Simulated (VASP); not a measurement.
# TaTe (Pm-3m) in VASP: a series of runs

The runs below take TaTe through single point, with PBEsol-based global hybrid, HSE06.

Program: VASP 6.6.1. These are calculated values, not measurements. Logs are shortened: lines on timing, memory, paths and dates and some standing lists are left out, and cuts for length are marked.

## Step 1: The cell of the first run

Symmetry: Pm-3m, No. 221, cubic system. The conventional cell has a = 3.364 Å, b = 3.364 Å, c = 3.364 Å, α = 90.00°, β = 90.00°, γ = 90.00°. Ta (site symmetry m-3m) has 8 Te at 2.91 Å and 6 Ta at 3.36 Å within 3.8 Å. Within 3.8 Å of Te (site symmetry m-3m) lie 8 Ta at 2.91 Å and 6 Te at 3.36 Å.

## Step 2: Single point, PBEsol-based global hybrid

The input, POSCAR:

```
TaTe
1.0
    3.3636591774      0.0000000000      0.0000000000
    0.0000000000      3.3636591774      0.0000000000
    0.0000000000      0.0000000000      3.3636591774
Ta Te
1 1
Direct
    0.5000000000      0.5000000000      0.5000000000
    0.0000000000      0.0000000000      0.0000000000
```

The input, INCAR.step1:

```
PREC = Accurate
ENCUT = 520
EDIFF = 1E-5
ISMEAR = -1
SIGMA = 0.05
LREAL = False
LASPH = True
NELM = 80
ALGO = Normal
ISIF = 2
LWAVE = True
LCHARG = False
GGA = PE
NBANDS = 16
```

The input, INCAR.step2:

```
PREC = Accurate
ENCUT = 520
EDIFF = 1E-6
ISMEAR = -1
SIGMA = 0.05
LREAL = False
LASPH = True
NELM = 80
ALGO = Normal
ISIF = 2
LWAVE = False
LCHARG = False
GGA = PS
LHFCALC = True
AEXX = 0.25
PRECFOCK = Normal
ISTART = 1
NBANDS = 16
```

The input, KPOINTS:

```
regular mesh
0
Gamma
  4 4 4
```

Potentials or basis: VASP PAW PBE potentials, release 64 (Ta_pv, Te).

Run with:

```bash
> cat potpaw_PBE.64/Ta_pv/POTCAR potpaw_PBE.64/Te/POTCAR > POTCAR
> cp INCAR.step1 INCAR
> mpirun -np 1 vasp_std > vasp.out
> cp INCAR.step2 INCAR
> mpirun -np 1 vasp_std > vasp.out
```

OUTCAR:

```text
PREC = Accurate
   ENCUT = 520
   EDIFF = 1E-6
   ISMEAR = -1
   LREAL = False
   LASPH = True
   NELM = 80
   ISIF = 2
   GGA = PS
   LHFCALC = True
   AEXX = 0.25
   PRECFOCK = Normal
   ISTART = 1

 ion  position               nearest neighbor table
   1  0.500  0.500  0.500-   2 2.91   2 2.91   2 2.91   2 2.91   2 2.91   2 2.91   2 2.91   2 2.91

   2  0.000  0.000  0.000-   1 2.91   1 2.91   1 2.91   1 2.91   1 2.91   1 2.91   1 2.91   1 2.91

  LATTYP: Found a simple cubic cell.
 ALAT       =     3.3636591774

  Lattice vectors:

 A1 = (   3.3636591774,   0.0000000000,   0.0000000000)
 A2 = (   0.0000000000,   3.3636591774,   0.0000000000)
 A3 = (   0.0000000000,   0.0000000000,   3.3636591774)

Analysis of symmetry for initial positions (statically):
=====================================================================
 Subroutine PRICEL returns:
 Original cell was already a primitive cell.

 Routine SETGRP: Setting up the symmetry group for a
 simple cubic supercell.

 Subroutine GETGRP returns: Found 48 space group operations
 (whereof 48 operations were pure point group operations)
 out of a pool of 48 trial point group operations.

The static configuration has the point symmetry O_h .

Analysis of symmetry for dynamics (positions and initial velocities):
=====================================================================
 Subroutine PRICEL returns:
 Original cell was already a primitive cell.

 Routine SETGRP: Setting up the symmetry group for a
 simple cubic supercell.

 Subroutine GETGRP returns: Found 48 space group operations
 (whereof 48 operations were pure point group operations)
 out of a pool of 48 trial point group operations.

The dynamic configuration has the point symmetry O_h .

 Subroutine INISYM returns: Found 48 space group operations
 (whereof 48 operations are pure point group operations),
 and found     1 'primitive' translations

----------------------------------------------------------------------------------------

                                     Primitive cell

  volume of cell :      38.0571

  direct lattice vectors                    reciprocal lattice vectors
     3.363659177  0.000000000  0.000000000     0.297295281  0.000000000  0.000000000
     0.000000000  3.363659177  0.000000000     0.000000000  0.297295281  0.000000000
     0.000000000  0.000000000  3.363659177     0.000000000  0.000000000  0.297295281

  length of vectors
     3.363659177  3.363659177  3.363659177     0.297295281  0.297295281  0.297295281

  position of ions in fractional coordinates (direct lattice)
     0.500000000  0.500000000  0.500000000
     0.000000000  0.000000000  0.000000000

  ion indices of the primitive-cell ions
   primitive index   ion index
                 1           1
                 2           2

----------------------------------------------------------------------------------------

 KPOINTS: regular mesh

Automatic generation of k-mesh.
 Grid dimensions read from file:
 generate k-points for:    4    4    4

 Generating k-lattice:

  Cartesian coordinates                     Fractional coordinates (reciprocal lattice)
     0.074323820  0.000000000  0.000000000     0.250000000  0.000000000  0.000000000
     0.000000000  0.074323820  0.000000000     0.000000000  0.250000000  0.000000000
     0.000000000  0.000000000  0.074323820     0.000000000  0.000000000  0.250000000

  Length of vectors
     0.074323820  0.074323820  0.074323820

  Shift w.r.t. Gamma in fractional coordinates (k-lattice)
     0.000000000  0.000000000  0.000000000

 Subroutine IBZKPT returns following result:
 ===========================================

 Found     10 irreducible k-points:

 Following reciprocal coordinates:
            Coordinates               Weight
  0.000000  0.000000  0.000000      1.000000
  0.250000  0.000000  0.000000      6.000000
  0.500000  0.000000  0.000000      3.000000
  0.250000  0.250000  0.000000     12.000000
  0.500000  0.250000  0.000000     12.000000
  0.500000  0.500000  0.000000      3.000000
  0.250000  0.250000  0.250000      8.000000
  0.500000  0.250000  0.250000     12.000000
  0.500000  0.500000  0.250000      6.000000
  0.500000  0.500000  0.500000      1.000000
   k-points           NKPTS =     10   k-points in BZ     NKDIM =     64   number of bands    NBANDS=     16
   number of dos      NEDOS =    301   number of ions     NIONS =      2
   total plane-waves  NPLWV =  21952
   dimension x,y,z NGX =    28 NGY =   28 NGZ =   28
   dimension x,y,z NGXF=    56 NGYF=   56 NGZF=   56
   ions per type =               1   1
   NGX,Y,Z   is equivalent  to a cutoff of  13.84, 13.84, 13.84 a.u.
   NGXF,Y,Z  is equivalent  to a cutoff of  27.68, 27.68, 27.68 a.u.
 SYSTEM =  unknown system
   PREC   = accura    normal or accurate (medium, high low for compatibility)
   ISTART =      1    job   : 0-new  1-cont  2-samecut
   ICHARG =      0    charge: 1-file 2-atom 10-const
   ISPIN  =      1    spin polarized calculation?
   LNONCOLLINEAR =      F non collinear calculations
   LSORBIT =      F    spin-orbit coupling
   LASPH  =      T    aspherical Exc in radial PAW
   ENCUT  =  520.0 eV  38.22 Ry    6.18 a.u.   6.25  6.25  6.25*2*pi/ulx,y,z
   NELM   =     80;   NELMIN=  2; NELMDL=  0     # of ELM steps
   EDIFF  = 0.1E-05   stopping-criterion for ELM
   LREAL  =      F    real-space projection
   EDIFFG = 0.1E-04   stopping-criterion for IOM
   NSW    =      0    number of steps for IOM
   IBRION =     -1    ionic relax: 0-MD 1-quasi-New 2-CG
   NFREE  =      0    steps in history (QN), initial steepest desc. (CG)
   ISIF   =      2    stress and relaxation
   ISYM   =      3    0-nonsym 1-usesym 2-fastsym
   POTIM  = 0.5000    time-step for ionic-motion
   TEBEG  =    0.0;   TEEND  =   0.0 temperature during run
   PSTRESS=    0.0 pullay stress
   NELECT =      17.0000    total number of electrons
   NUPDOWN=      -1.0000    fix difference up-down
   EMIN   =  10.00;   EMAX   =-10.00  energy-range for DOS
   EFERMI =   0.00;   METHOD = LEGACY
   ISMEAR =    -1;   SIGMA  =   0.05  broadening in eV -4-tet -1-fermi 0-gaus
   EFERMI_NEDOS =   21; number of points for ismear=-14 and -15
   IALGO  =     38    algorithm
   IMIX   =      1    mixing-type and parameters
     AMIX     =   0.40;   BMIX     =  1.00
     AMIX_MAG =   1.60;   BMIX_MAG =  1.00
  volume/ion in A,a.u.               =      19.03       128.41
  Fermi-wavevector in a.u.,A,eV,Ry     =   1.251447  2.364892 21.308353  1.566120
  Thomas-Fermi vector in A             =   2.385394
   LORBIT       =      0    0 simple, 1 ext, 2 COOP (PROOUT), +10 PAW based schemes
   GGA     = PS    functional components
   LHFCALC =     T    Hartree Fock is set to
   PRECFOCK=normal    Normal, Fast or Accurate (Low or Medium for compatibility)
   ENCUT4O =  -1.0   cutoff for four orbital integrals eV
   NKREDX  =     1    reduce k-point grid by
   NKREDY  =     1    reduce k-point grid by
   NKREDZ  =     1    reduce k-point grid by
   AEXX    =    0.2500 exact exchange contribution
   HFSCREEN=    0.0000 screening length (either q_TF or 0.3 A-1)
   HFSCREENC=   0.0000 screening length for correlation (either q_TF or 0.3 A-1)
   ENCUTFOCK=  -1.0 apply spherical cutoff to Coloumb kernel
   IVDW    =     0    specifies the selected vdW correction
   LEPSILON=     F    determine dielectric tensor
   LRPA    =     F    only Hartree local field effects (RPA)
 non-spin polarized calculation
  energy-cutoff  :      520.00
  volume of cell :       38.06
 maximum number of plane-waves:      1064
 NGX is ok and might be reduce to    28
  NGX = 20; NGY = 20; NGZ = 20

 number of electron      16.9999998 magnetization

 Free energy of the ion-electron system (eV)
  ---------------------------------------------------
  ext. energy  EPLUGINS =         0.00000000
  ---------------------------------------------------
  free energy    TOTEN  =       -19.93946203 eV

  energy without entropy =      -19.93926658  energy(sigma->0) =      -19.93936431

 E-fermi :  10.7120     XC(G=0):  -9.6096

 val. band max:       10.4147601507   @ k =   0.5000   0.5000   0.0000
 cond. band min:      11.0890284014   @ k =   0.5000   0.5000   0.2500
 fundamental gap:      0.6742682507
 Fermi energy:        10.7119919125

 k-point     1 :       0.0000    0.0000    0.0000
  band No.  band energies     occupation
      1     -27.7421      2.00000
      2     -27.7421      2.00000
      3     -27.7421      2.00000
      4      -7.1410      2.00000
      5       6.0892      2.00000
      6       6.0892      2.00000
[... 8 lines left out ...]
     15      20.0586      0.00000
     16      23.9829      0.00000

 k-point     2 :       0.2500    0.0000    0.0000
  band No.  band energies     occupation
      1     -27.8583      2.00000
      2     -27.7260      2.00000
      3     -27.7260      2.00000
      4      -6.2210      2.00000
      5       2.6570      2.00000
      6       6.5151      2.00000
[... 8 lines left out ...]
     15      22.2649      0.00000
     16      22.2649      0.00000

 k-point     3 :       0.5000    0.0000    0.0000
  band No.  band energies     occupation
      1     -27.9747      2.00000
      2     -27.7110      2.00000
      3     -27.7110      2.00000
      4      -4.7153      2.00000
      5      -0.3988      2.00000
      6       6.2124      2.00000
[... 8 lines left out ...]
     15      18.3534      0.00000
     16      18.3534      0.00000

 k-point     4 :       0.2500    0.2500    0.0000
  band No.  band energies     occupation
      1     -27.8441      2.00000
      2     -27.8432      2.00000
      3     -27.7144      2.00000
      4      -5.4839      2.00000
      5       2.7952      2.00000
      6       3.8547      2.00000
[... 8 lines left out ...]
     15      21.0728      0.00000
     16      21.2925      0.00000
[... 58 lines left out ...]
 k-point     8 :       0.5000    0.2500    0.2500
  band No.  band energies     occupation
      1     -27.9447      2.00000
      2     -27.8186      2.00000
      3     -27.8121      2.00000
      4      -3.9173      2.00000
      5       1.5071      2.00000
      6       3.5048      2.00000
[... 8 lines left out ...]
     15      18.8578      0.00000
     16      21.6645      0.00000

 k-point     9 :       0.5000    0.5000    0.2500
  band No.  band energies     occupation
      1     -27.9289      2.00000
      2     -27.9289      2.00000
      3     -27.8028      2.00000
      4      -3.2327      2.00000
      5       2.2927      2.00000
      6       2.2927      2.00000
[... 8 lines left out ...]
     15      18.7196      0.00000
     16      20.8906      0.00000

 k-point    10 :       0.5000    0.5000    0.5000
  band No.  band energies     occupation
      1     -27.9125      2.00000
      2     -27.9125      2.00000
      3     -27.9125      2.00000
      4      -1.7283      2.00000
      5       1.8325      2.00000
      6       1.8325      2.00000
[... 8 lines left out ...]
     15      17.3561      0.00000
     16      17.3561      0.00000

------------------------ aborting loop because EDIFF is reached ----------------------------------------

  FORCE on cell =-STRESS in cart. coord.  units (eV):
  Direction    XX          YY          ZZ          XY          YZ          ZX
  --------------------------------------------------------------------------------------
  -------------------------------------------------------------------------------------
  Total       -0.2221820     -0.2221820     -0.2221820     -0.0000000     -0.0000000     -0.0000000
  in kB       -9.3537002     -9.3537002     -9.3537002     -0.0000000     -0.0000000     -0.0000000
  external PRESSURE =      -9.3537002 kB  Pullay stress =       0.0000000 kB

 VOLUME and BASIS-vectors are now :
 -----------------------------------------------------------------------------
  energy-cutoff  :      520.00
  volume of cell :       38.06
      direct lattice vectors                 reciprocal lattice vectors
     3.363659177  0.000000000  0.000000000     0.297295281  0.000000000  0.000000000
     0.000000000  3.363659177  0.000000000     0.000000000  0.297295281  0.000000000
     0.000000000  0.000000000  3.363659177     0.000000000  0.000000000  0.297295281

 POSITION                                       TOTAL-FORCE (eV/Angst)
 -----------------------------------------------------------------------------------
      1.68183      1.68183      1.68183         0.000000      0.000000      0.000000
      0.00000      0.00000      0.00000         0.000000      0.000000      0.000000
 -----------------------------------------------------------------------------------
    total drift:                               -0.000000      0.000000     -0.000000

  FREE ENERGIE OF THE ION-ELECTRON SYSTEM (eV)
  ---------------------------------------------------
  free  energy   TOTEN  =       -19.9394620325 eV

  energy  without entropy=      -19.9392665795  energy(sigma->0) =      -19.93936431
```

Run time: 9.7 min. Hardware: 1 thread of Intel Xeon Platinum 8259CL at 2.50GHz (Skylake/Cascade Lake), shared host; peak memory 0.18 GiB.

Results:

```yaml
Free_energy: -19.9395 eV
Pressure: -0.9 GPa
```

Levels at points of the mesh, in eV from the Fermi level:
```tsv
k point	band 4	band 5	band 6	band 7	band 8	band 9	band 10	band 11	band 12	band 13
(0.00, 0.00, 0.00)	-17.85	-4.62	-4.62	-2.67	-2.67	-2.67	1.71	1.71	1.71	2.82
(0.50, 0.00, 0.00)	-15.43	-11.11	-4.50	-4.50	-3.69	2.00	3.08	4.61	5.59	6.32
(0.50, 0.50, 0.00)	-14.77	-7.88	-7.88	-5.15	-1.06	-1.06	-0.30	1.93	3.57	4.14
(0.50, 0.50, 0.50)	-12.44	-8.88	-8.88	-8.88	1.42	1.42	1.42	3.69	3.69	5.48
```

Caveat: the k points lie up to 0.47 Å⁻¹ apart; the PAW data sets were made with another functional, which shifts forces and pressure a little; spin-orbit coupling is left out, which moves the levels of the heavy elements.

## Step 3: Single point, HSE06

This run uses another cell than the first one, of 19.43 Å³/atom, 1.021 times its volume.

The input, POSCAR:

```
TaTe
1.0
    3.3873141631      0.0000000000      0.0000000000
    0.0000000000      3.3873141631      0.0000000000
    0.0000000000      0.0000000000      3.3873141631
Ta Te
1 1
Direct
    0.5000000000      0.5000000000      0.5000000000
    0.0000000000      0.0000000000      0.0000000000
```

The input, INCAR.step1:

```
SYSTEM = TaTe
ALGO = Normal
EDIFF = 1E-5
ENCUT = 520
GGA = PE
ISIF = 2
ISMEAR = -1
LASPH = .True.
LCHARG = .False.
LREAL = .False.
LWAVE = .True.
NBANDS = 16
NELM = 80
PREC = Accurate
SIGMA = 0.05
```

The input, INCAR.step2:

```
SYSTEM = TaTe
ALGO = Normal
EDIFF = 1E-7
ENCUT = 520
GGA = PE
HFSCREEN = 0.2079
ISIF = 2
ISMEAR = -1
ISTART = 1
LASPH = .True.
LCHARG = .False.
LHFCALC = .True.
LREAL = .False.
LWAVE = .False.
NBANDS = 16
NELM = 80
PREC = Accurate
PRECFOCK = Normal
SIGMA = 0.05
```

The input, KPOINTS:

```
k-points
0
Gamma
  4 4 4
  0 0 0
```

Potentials or basis: VASP PAW PBE potentials, release 64 (Ta_pv, Te).

Run with:

```bash
> cat potpaw_PBE.64/Ta_pv/POTCAR potpaw_PBE.64/Te/POTCAR > POTCAR
> cp INCAR.step1 INCAR
> mpirun -np 1 vasp_std > vasp.out
> cp INCAR.step2 INCAR
> mpirun -np 1 vasp_std > vasp.out
```

Run time: 14 min. Hardware: 1 thread of Intel Xeon Platinum 8259CL at 2.50GHz (Skylake/Cascade Lake), shared host; peak memory 0.26 GiB.

Results (log left out):

| Quantity | Value |
| --- | --- |
| Free energy | -17.3488 eV |
| Pressure | -1.0 GPa |

Levels at points of the mesh, in eV from the Fermi level:
```csv
k point,band 4,band 5,band 6,band 7,band 8,band 9,band 10,band 11,band 12,band 13
"(0.00, 0.00, 0.00)",-17.22,-4.02,-4.02,-2.30,-2.30,-2.30,1.41,1.41,1.41,2.29
"(0.50, 0.00, 0.00)",-14.90,-10.47,-3.98,-3.98,-3.11,1.68,2.71,4.28,5.10,5.78
"(0.50, 0.50, 0.00)",-14.22,-7.37,-7.37,-4.58,-0.65,-0.65,0.03,1.54,3.18,3.72
"(0.50, 0.50, 0.50)",-12.00,-8.26,-8.26,-8.26,1.06,1.06,1.06,3.31,3.31,5.04
```

Caveat: the k points lie up to 0.46 Å⁻¹ apart; the PAW data sets were made with another functional, which shifts forces and pressure a little; spin-orbit coupling is left out, which moves the levels of the heavy elements.
